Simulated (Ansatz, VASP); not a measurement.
Two plane-wave programs on BaS

```
Ba S
1.0
     0.00000    3.14049    3.23834
     3.14049    0.00000    3.23834
     3.14049    3.14049    0.00000
Ba S
1 1
Cartesian
  0.0000 0.0000 0.0000
  3.1405 3.1405 3.2383
```

Change from the starting cell: epitaxial_xy strain -2.2%.

Alike in both runs: task single point; functional PBE; k mesh 8 × 8 × 8; occupations fermi-dirac, width 0.02 eV; no spin polarisation.

|  | VASP | Ansatz |
| --- | --- | --- |
| version | VASP 6.6.1 | Ansatz 0.2.0 |
| potentials or method | VASP PAW PBE potentials, release 64 (Ba_sv, S) | plane waves, PAW |
| plane-wave cutoff (eV) | 520 | 420 |
| valence electrons in the cell | 16 | 16 |

|  | VASP | Ansatz | Ansatz less VASP |
| --- | --- | --- | --- |
| gap on the k mesh at the Fermi level (eV) | 2.03 | 2.14 | +0.107 |
| pressure (GPa) | 2.5 | 1.9 | -0.64 |
| traceless stress, the component that is largest in VASP (GPa) | -1.89 | -1.72 | +0.165 |

With one functional, cell and mesh, what is left measures potentials, basis and numerics.

Spin-orbit coupling is off throughout.
